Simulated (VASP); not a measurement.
# Ta (R-3m) in VASP: single point with PBE

Aim: the single point of Ta with PBE.

Everything below comes from runs of VASP 6.6.1. Logs are shortened: lines on timing, memory, paths and dates and some standing lists are left out, and cuts for length are marked.

## 1. The cell of the first run

Symmetry: R-3m, No. 166, trigonal system. Conventional cell: a = 2.855 Å, b = 2.855 Å, c = 7.721 Å, α = 90.00°, β = 90.00°, γ = 120.00°. Ta (site symmetry -3m) has 12 Ta at 2.85 to 3.06 Å within 3.8 Å.

## 2. Single point, PBE

File INCAR:

```
SYSTEM = Ta
  PREC = Accurate
  ENCUT = 520
  EDIFF = 1E-7
  ISMEAR = 0
  SIGMA = 0.1
  LREAL = .False.
  LASPH = .True.
  NELM = 100
  ALGO = Fast
  ISIF = 2
  LWAVE = .False.
  LCHARG = .False.
  GGA = PE
  ISYM = 0
  NBANDS = 12
```

File KPOINTS:

```
Automatic mesh
0
Gamma
  12 12 13
  0 0 0
```

File POSCAR:

```
Ta
1.0
    2.8545944810      0.0000000000      0.0000000000
   -1.4272972405      2.4721513381      0.0000000000
    1.4272972405      0.8240504460      2.5735867300
Ta
1
Direct
    0.0000000000      0.0000000000      0.0000000000
```

Potentials or basis: VASP PAW PBE potentials, release 64 (Ta_pv).

The run is started by

```console
$ cat potpaw_PBE.64/Ta_pv/POTCAR > POTCAR
$ mpirun -np 1 vasp_std > vasp.out
```

OUTCAR:

```text
SYSTEM = Ta
   PREC = Accurate
   ENCUT = 520
   EDIFF = 1E-7
   ISMEAR = 0
   LREAL = .False.
   LASPH = .True.
   NELM = 100
   ISIF = 2
   GGA = PE
   ISYM = 0

 ion  position               nearest neighbor table
   1  0.000  0.000  0.000-

IMPORTANT INFORMATION: All symmetrisations will be switched off!
NOSYMM: (Re-)initialisation of all symmetry stuff for point group C_1.

----------------------------------------------------------------------------------------

                                     Primitive cell

  volume of cell :      18.1618

  direct lattice vectors                    reciprocal lattice vectors
     2.854594481  0.000000000  0.000000000     0.350312455  0.202252990 -0.259041850
    -1.427297240  2.472151338  0.000000000     0.000000000  0.404505980 -0.129520925
     1.427297240  0.824050446  2.573586730     0.000000000  0.000000000  0.388562774

  length of vectors
     2.854594481  2.854594481  3.056073495     0.480341303  0.424736104  0.388562774

  position of ions in fractional coordinates (direct lattice)
     0.000000000  0.000000000  0.000000000

  ion indices of the primitive-cell ions
   primitive index   ion index
                 1           1

----------------------------------------------------------------------------------------

 KPOINTS: Automatic mesh

Automatic generation of k-mesh.
 Grid dimensions read from file:
 generate k-points for:   12   12   13

 Generating k-lattice:

  Cartesian coordinates                     Fractional coordinates (reciprocal lattice)
     0.029192705  0.016854416 -0.021586821     0.083333333 -0.000000000  0.000000000
     0.000000000  0.033708832 -0.010793410     0.000000000  0.083333333  0.000000000
     0.000000000  0.000000000  0.029889444     0.000000000  0.000000000  0.076923077

  Length of vectors
     0.040028442  0.035394675  0.029889444

  Shift w.r.t. Gamma in fractional coordinates (k-lattice)
     0.000000000  0.000000000  0.000000000

 -----------------------------------------------------------------------------
|                                                                             |
|           W    W    AA    RRRRR   N    N  II  N    N   GGGG   !!!           |
|           W    W   A  A   R    R  NN   N  II  NN   N  G    G  !!!           |
|           W    W  A    A  R    R  N N  N  II  N N  N  G       !!!           |
|           W WW W  AAAAAA  RRRRR   N  N N  II  N  N N  G  GGG   !            |
|           WW  WW  A    A  R   R   N   NN  II  N   NN  G    G                |
|           W    W  A    A  R    R  N    N  II  N    N   GGGG   !!!           |
|                                                                             |
[... 72 lines left out ...]
   TEBEG  =    0.0;   TEEND  =   0.0 temperature during run
   PSTRESS=    0.0 pullay stress
   NELECT =      11.0000    total number of electrons
   NUPDOWN=      -1.0000    fix difference up-down
   EMIN   =  10.00;   EMAX   =-10.00  energy-range for DOS
   EFERMI =   0.00;   METHOD = LEGACY
   ISMEAR =     0;   SIGMA  =   0.10  broadening in eV -4-tet -1-fermi 0-gaus
   EFERMI_NEDOS =   21; number of points for ismear=-14 and -15
   IALGO  =     68    algorithm
   IMIX   =      4    mixing-type and parameters
     AMIX     =   0.40;   BMIX     =  1.00
     AMIX_MAG =   1.60;   BMIX_MAG =  1.00
  volume/ion in A,a.u.               =      18.16       122.56
  Fermi-wavevector in a.u.,A,eV,Ry     =   1.385116  2.617491 26.103426  1.918548
  Thomas-Fermi vector in A             =   2.509557
   LORBIT       =      0    0 simple, 1 ext, 2 COOP (PROOUT), +10 PAW based schemes
   GGA     = PE    functional components
   LHFCALC =     F    Hartree Fock is set to
   AEXX    =    0.0000 exact exchange contribution
   IVDW    =     0    specifies the selected vdW correction
   LEPSILON=     F    determine dielectric tensor
   LRPA    =     F    only Hartree local field effects (RPA)
 non-spin polarized calculation
 RMM-DIIS sequential band-by-band and
 Gauss-broadening in eV      SIGMA  =   0.10
  energy-cutoff  :      520.00
  volume of cell :       18.16
 maximum number of plane-waves:       501
 NGX is ok and might be reduce to    24
   NGX = 11   NGY = 11   NGZ = 11

 number of electron      11.0000000 magnetization

 Free energy of the ion-electron system (eV)
  ---------------------------------------------------
  ext. energy  EPLUGINS =         0.00000000
  ---------------------------------------------------
  free energy    TOTEN  =       -11.53162114 eV

  energy without entropy =      -11.52469744  energy(sigma->0) =      -11.52815929

 E-fermi :   5.7511     XC(G=0): -12.5643

 val. band max:        5.7465324044   @ k =  -0.3333  -0.4167   0.2308
 cond. band min:       5.7520715096   @ k =  -0.0833  -0.3333   0.1538
 fundamental gap:      0.0055391052
 Fermi energy:         5.7511202144

 k-point     1 :       0.0000    0.0000    0.0000
  band No.  band energies     occupation
      1     -27.8358      2.00000
      2     -27.5676      2.00000
      3     -27.5659      2.00000
      4      -2.4558      2.00000
      5       5.1262      2.00000
      6       6.6908      0.00000
      7       6.6920      0.00000
      8       9.5843      0.00000
      9       9.5858      0.00000
     10      18.2337      0.00000
     11      20.0963      0.00000
     12      22.0114      0.00000
[... 331 lines left out ...]
 k-point    24 :       0.3333    0.1667    0.0000
  band No.  band energies     occupation
      1     -28.6629      2.00000
      2     -28.0974      2.00000
      3     -28.0935      2.00000
      4       1.9744      2.00000
      5       3.1129      2.00000
      6       6.5954      0.00000
      7       9.2848      0.00000
      8      11.8041      0.00000
      9      13.5664      0.00000
     10      16.4383      0.00000
     11      19.4154      0.00000
     12      21.3766      0.00000

 [... further k-points ...]
[... 5 lines left out ...]
  --------------------------------------------------------------------------------------
  -------------------------------------------------------------------------------------
  Total        1.1544045      1.1765611      0.2120406     -0.0191861      0.0096822      0.0167691
  in kB      101.8381078    103.7926905     18.7055884     -1.6925387      0.8541375      1.4793236
  external PRESSURE =      74.7787956 kB  Pullay stress =       0.0000000 kB

 VOLUME and BASIS-vectors are now :
 -----------------------------------------------------------------------------
  energy-cutoff  :      520.00
  volume of cell :       18.16
      direct lattice vectors                 reciprocal lattice vectors
     2.854594481  0.000000000  0.000000000     0.350312455  0.202252990 -0.259041850
    -1.427297240  2.472151338  0.000000000     0.000000000  0.404505980 -0.129520925
     1.427297240  0.824050446  2.573586730     0.000000000  0.000000000  0.388562774

 POSITION                                       TOTAL-FORCE (eV/Angst)
 -----------------------------------------------------------------------------------
      0.00000      0.00000      0.00000         0.000000     -0.000000     -0.000000
 -----------------------------------------------------------------------------------
    total drift:                                0.000000     -0.000000     -0.000000

  FREE ENERGIE OF THE ION-ELECTRON SYSTEM (eV)
  ---------------------------------------------------
  free  energy   TOTEN  =       -11.5316211367 eV

  energy  without entropy=      -11.5246974358  energy(sigma->0) =      -11.52815929
```

stdout:

```text
POSCAR found type information on POSCAR Ta
 POSCAR found :  1 types and       1 ions
 scaLAPACK will be used
 LDA part: xc-table for (Slater+PW92), standard interpolation
 -----------------------------------------------------------------------------
|                                                                             |
|           W    W    AA    RRRRR   N    N  II  N    N   GGGG   !!!           |
[... 19 lines left out ...]
 FFT: planning ... GRID
 WAVECAR not read
 entering main loop
WARNING in EDDRMM: call to ZHEGV failed, returncode =   8  4     12
WARNING in EDDRMM: call to ZHEGV failed, returncode =   8  4     12
WARNING in EDDRMM: call to ZHEGV failed, returncode =   8  4     10
WARNING in EDDRMM: call to ZHEGV failed, returncode =   8  4     11
WARNING in EDDRMM: call to ZHEGV failed, returncode =   8  4     11
```

Run time: 9.7 min. Hardware: 1 thread of AMD EPYC 7R13, shared host; peak memory 0.27 GiB.

What came out:

```
Free energy : -11.5316 eV
Pressure    : 7.5 GPa
```

Caveat: spin-orbit coupling is left out, which moves the levels of the heavy elements.
